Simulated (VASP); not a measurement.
Set up this calculation in VASP 6.6.1, as the native input.

- Task: electric field gradients
- Functional: PBE
- Potentials or basis: VASP PAW PBE potentials, release 64 (Ag, Cl)
- Cutoff: 520 eV
- k mesh: 11 × 11 × 6
- Occupations: fermi-dirac, width 0.05 eV
- Spin: no spin polarisation
- Dipole correction: no
- Further INCAR settings: ALGO = Normal; EDIFF = 1e-08; NBANDS = 26

The structure of AgCl (wurtzite type) lies in POSCAR:

```
AgCl
1.0
    4.2981792161      0.0000000000      0.0000000000
   -2.1490896081      3.7223323912      0.0000000000
    0.0000000000      0.0000000000      6.9458893937
Ag Cl
2 2
Direct
    0.3333333333      0.6666666667     -0.0013968115
    0.6666666667      0.3333333333      0.4986031885
    0.3333333333      0.6666666667      0.3773968115
    0.6666666667      0.3333333333      0.8773968115
```

One way to write it, as run:

INCAR

```
SYSTEM = AgCl
PREC = Accurate
ENCUT = 520
EDIFF = 1E-8
ISMEAR = -1
SIGMA = 0.05
LREAL = .FALSE.
LASPH = .TRUE.
NELM = 60
ALGO = Normal
ISIF = 2
LWAVE = .FALSE.
LCHARG = .FALSE.
GGA = PE
LEFG = .TRUE.
NBANDS = 26
```

KPOINTS

```
Automatic mesh
0
G
  11 11 6
  0 0 0
```

Potentials or basis: VASP PAW PBE potentials, release 64 (Ag, Cl).

The run is started by

```bash
$ cat potpaw_PBE.64/Ag/POTCAR potpaw_PBE.64/Cl/POTCAR > POTCAR
$ mpirun -np 1 vasp_std > vasp.out
```

Results of the run:

| Item | Value |
| --- | --- |
| Pressure | -0.1 GPa |
| Band gap on the k mesh | 1.30 eV |
| Largest electric field gradient by atom | Ag +3.8; Cl -2.8 V/Å² |

Caveat: without QUAD_EFG the Cq values of the log hold for a quadrupole moment of 1 mb, not for the nuclei.

Run time: 4 min on 1 thread of Intel Xeon 8259CL (shared host), peak memory 0.32 GiB.
